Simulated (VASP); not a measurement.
# Ti3N5 in VASP: further runs, part 2 of 2

VASP 6.6.1.

## Step 3: Single point, PBE, collinear spin

The input, INCAR:

```
SYSTEM = Ti3N5
PREC = Accurate
ENCUT = 520
EDIFF = 1E-6
ISMEAR = 0
SIGMA = 0.1
LREAL = .False.
LASPH = .True.
NELM = 150
ALGO = Normal
ISIF = 2
LWAVE = .False.
LCHARG = .False.
ISPIN = 2
MAGMOM = 0 0 0 0 3 0 0 0
LORBIT = 11
LMAXMIX = 4
LDIPOL = .True.
IDIPOL = 3
DIPOL = 0.5 0.5 0.344
GGA = PE
NBANDS = 44
```

The input, KPOINTS:

```
Automatic mesh
0
Gamma
  9 9 1
  0 0 0
```

The input, POSCAR:

```
Ti3N5
1.0
    3.0028555063      0.0000000000      0.0000000000
   -1.5014277532      2.6005491524      0.0000000000
    0.0000000000      0.0000000000     24.1233847547
N Ti
5 3
Direct
    0.3333333333      0.6666666667      0.1658142106
    0.0000000000      0.0000000000      0.2674509120
    0.6666666667      0.3333333333      0.3654788005
    0.3333333333      0.6666666667      0.4611038156
    0.7777777778      0.2222222222      0.5311603195
    0.6666666667      0.3333333333      0.2166325614
    0.3333333333      0.6666666667      0.3190139885
    0.0000000000      0.0000000000      0.4290633808
```

Potentials or basis: VASP PAW PBE potentials, release 64 (N, Ti_sv).

The run is started by

```
$ cat potpaw_PBE.64/N/POTCAR potpaw_PBE.64/Ti_sv/POTCAR > POTCAR
$ mpirun -np 1 vasp_std > vasp.out
```

OUTCAR:

```text
SYSTEM = Ti3N5
   PREC = Accurate
   ENCUT = 520
   EDIFF = 1E-6
   ISMEAR = 0
   LREAL = .False.
   LASPH = .True.
   NELM = 150
   ISIF = 2
   ISPIN = 2
   LORBIT = 11
   GGA = PE

 ion  position               nearest neighbor table
   1  0.333  0.667  0.166-   6 2.12   6 2.12   6 2.12
   2  0.000  0.000  0.267-   6 2.12   6 2.12   6 2.12   7 2.13   7 2.13   7 2.13
   3  0.667  0.333  0.365-   7 2.06   7 2.06   7 2.06   8 2.31   8 2.31   8 2.31
   4  0.333  0.667  0.461-   8 1.90   8 1.90   8 1.90
   5  0.778  0.222  0.531-
   6  0.667  0.333  0.217-   2 2.12   2 2.12   2 2.12   1 2.12   1 2.12   1 2.12
   7  0.333  0.667  0.319-   3 2.06   3 2.06   3 2.06   2 2.13   2 2.13   2 2.13
   8  0.000  0.000  0.429-   4 1.90   4 1.90   4 1.90   3 2.31   3 2.31   3 2.31

  LATTYP: Found a hexagonal cell.
 ALAT       =     3.0028555063
 C/A-ratio  =     8.0334816990

  Lattice vectors:

[... 2413 lines left out ...]
     -0.00000      1.73370      7.69570         0.019326     -0.011158     -0.055779
      0.00000      0.00000     10.35046         0.004092     -0.002362     -0.958678
 -----------------------------------------------------------------------------------
    total drift:                                0.000001     -0.000000     -0.000100

  FREE ENERGIE OF THE ION-ELECTRON SYSTEM (eV)
  ---------------------------------------------------
  free  energy   TOTEN  =       -67.0890794380 eV

  energy  without entropy=      -67.0800157181  energy(sigma->0) =      -67.08454758

 vacuum level on the upper side and lower side of the slab         5.746         7.075

 total charge

# of ion       s       p       d       tot
------------------------------------------
    1        1.311   2.200   0.000   3.511
    2        1.253   2.497   0.000   3.749
    3        1.251   2.478   0.000   3.728
    4        1.307   2.442   0.000   3.749
    5        1.375   1.929   0.000   3.305
    6        2.193   6.225   1.894  10.312
    7        2.198   6.253   1.904  10.355
    8        2.227   6.263   1.990  10.480
--------------------------------------------------
tot         13.114  30.287   5.788  49.189

 magnetization (x)

# of ion       s       p       d       tot
------------------------------------------
    1       -0.000  -0.007   0.000  -0.007
    2        0.000   0.005   0.000   0.005
    3        0.001   0.009   0.000   0.010
    4        0.022   0.056   0.000   0.078
    5        0.040   1.728   0.000   1.768
    6       -0.000   0.000   0.000   0.000
    7        0.000   0.001   0.003   0.004
    8        0.004   0.004   0.169   0.177
--------------------------------------------------
tot          0.068   1.795   0.173   2.035
```

OSZICAR:

```text
N       E                     dE             d eps       ncg     rms          rms(c)
DAV:   1     0.805412472632E+03    0.80541E+03   -0.30853E+04  4728   0.140E+03
DAV:   2     0.491686720415E+02   -0.75624E+03   -0.71596E+03  4912   0.442E+02
DAV:   3    -0.734747436989E+02   -0.12264E+03   -0.11744E+03  6556   0.165E+02
[... 29 lines left out ...]
DAV:  33    -0.670890367650E+02   -0.20062E-04   -0.77285E-07  3336   0.376E-03    0.177E-03
DAV:  34    -0.670890574992E+02   -0.20734E-04   -0.47483E-07  3232   0.261E-03    0.907E-04
DAV:  35    -0.670890746923E+02   -0.17193E-04   -0.62251E-07  3300   0.221E-03    0.934E-04
DAV:  36    -0.670890780243E+02   -0.33320E-05   -0.11718E-07  2740   0.164E-03    0.340E-04
DAV:  37    -0.670890790313E+02   -0.10070E-05   -0.96993E-08  2716   0.107E-03    0.275E-04
DAV:  38    -0.670890794380E+02   -0.40663E-06   -0.39925E-08  2632   0.858E-04
   1 F= -.67089079E+02 E0= -.67084548E+02  d E =-.906372E-02  mag=     2.8947
```

stdout:

```text
POSCAR found type information on POSCAR N Ti
 POSCAR found :  2 types and       8 ions
 scaLAPACK will be used
 LDA part: xc-table for (Slater+PW92), standard interpolation
 POSCAR, INCAR and KPOINTS ok, starting setup
 FFT: planning ... GRIDC
 FFT: planning ... GRID_SOFT
 FFT: planning ... GRID
 WAVECAR not read
 entering main loop
```

It took 11 min on 1 thread of Intel Xeon Platinum 8488C (Sapphire Rapids), shared host; peak memory 0.58 GiB.

What came out:

```yaml
Free_energy: -67.0891 eV
Largest_force: 5.693 eV/Å
Net_moment: 2.89 μB per cell
Site_moments: N -0.01, +0.01, +0.08, +1.77 (each value once); Ti +0.00, +0.18 (each value once) μB
Valence_electrons_inside_the_program's_atomic_spheres: N 3.51, 3.75, 3.73, 3.31 (each value once); Ti 10.31, 10.36, 10.48
```

Forces in eV/Å, atoms in the order of the input:
```
N   -0.003  0.002  4.359
N   -0.007  0.004  1.248
N   -0.053  0.031  0.475
N   -0.007  0.004 -0.208
N    0.044 -0.025  0.833
Ti   0.004 -0.002 -5.693
Ti   0.019 -0.011 -0.056
Ti   0.004 -0.002 -0.959
```

## Step 4: Single point, PBE, collinear spin

The input, INCAR:

```
SYSTEM = Ti3N5
  PREC = Accurate
  ENCUT = 520
  EDIFF = 1E-6
  ISMEAR = 0
  SIGMA = 0.1
  LREAL = .FALSE.
  LASPH = .TRUE.
  NELM = 150
  ALGO = Normal
  ISIF = 2
  LWAVE = .FALSE.
  LCHARG = .TRUE.
  ISPIN = 2
  MAGMOM = 0 0 0 0 3 0 0 0
  LORBIT = 11
  LMAXMIX = 4
  LDIPOL = .TRUE.
  IDIPOL = 3
  DIPOL = 0.5 0.5 0.347
  GGA = PE
  LELF = .TRUE.
  LVHAR = .TRUE.
  LVACPOTAV = .TRUE.
  NBANDS = 44
```

The input, KPOINTS:

```
Automatic mesh
0
G
  9 9 1
  0 0 0
```

Edit POSCAR of step 3 so:

```diff
@@ -12,3 +12,3 @@
     0.3333333333      0.6666666667      0.4611038156
-    0.7777777778      0.2222222222      0.5311603195
+    0.5555555556      0.4444444444      0.5477417406
     0.6666666667      0.3333333333      0.2166325614
```

The run is started by

```
$ cat potpaw_PBE.64/N/POTCAR potpaw_PBE.64/Ti_sv/POTCAR > POTCAR
$ mpirun -np 1 vasp_std > vasp.out
```

Run time: 9.6 min. Hardware: 1 thread of Intel Xeon 6975P-C (Granite Rapids), shared host; peak memory 0.59 GiB.

It converged, with:

```yaml
Free_energy: -67.3047 eV
Largest_force: 5.720 eV/Å
Net_moment: 2.93 μB per cell
Site_moments: N -0.02, +0.00, +0.03, +1.89 (each value once); Ti +0.00, -0.01, +0.08 μB
Valence_electrons_inside_the_program's_atomic_spheres: N 3.51, 3.75, 3.73, 3.29 (each value once); Ti 10.31, 10.35, 10.47
```

Forces on the atoms (eV/Å):
```
N    0.001 -0.001  4.373
N   -0.001  0.000  1.271
N    0.013 -0.008  0.243
N   -0.045  0.026  0.003
N    0.068 -0.039  0.371
Ti  -0.004  0.002 -5.720
Ti   0.010 -0.006 -0.024
Ti  -0.042  0.024 -0.517
```

Levels at points of the mesh, in eV from the Fermi level:
Spin up:
| k point | band 30 | band 31 | band 32 | band 33 | band 34 | band 35 |
| --- | --- | --- | --- | --- | --- | --- |
| (0.00, 0.00, 0.00) | -0.17 | 0.07 | 0.07 | 0.33 | 0.34 | 1.14 |
Spin down:
```tsv
k point	band 26	band 27	band 28	band 29	band 30	band 31	band 32	band 33
(0.00, 0.00, 0.00)	-2.19	-0.79	0.06	0.06	0.33	0.33	1.07	1.71
```

## Step 5: Summary

| cell | gap on the mesh (eV) | moment (μB) | largest force (eV/Å) |
| --- | --- | --- | --- |
| as given, atomic positions A | none | 2.96 | 5.73 |
| as given, atomic positions B | none | 2.89 | 5.69 |
| as given, atomic positions C | none | 2.93 | 5.72 |

Alike in all rows: task single point; level PBE; potentials or basis VASP PAW PBE potentials, release 64 (N, Ti_sv); spin collinear; k mesh 9 × 9 × 1; cutoff (eV) 520; smearing gaussian 0.1 eV.

Total energies depend on the potentials used, so only differences within one code and one set of settings carry meaning.
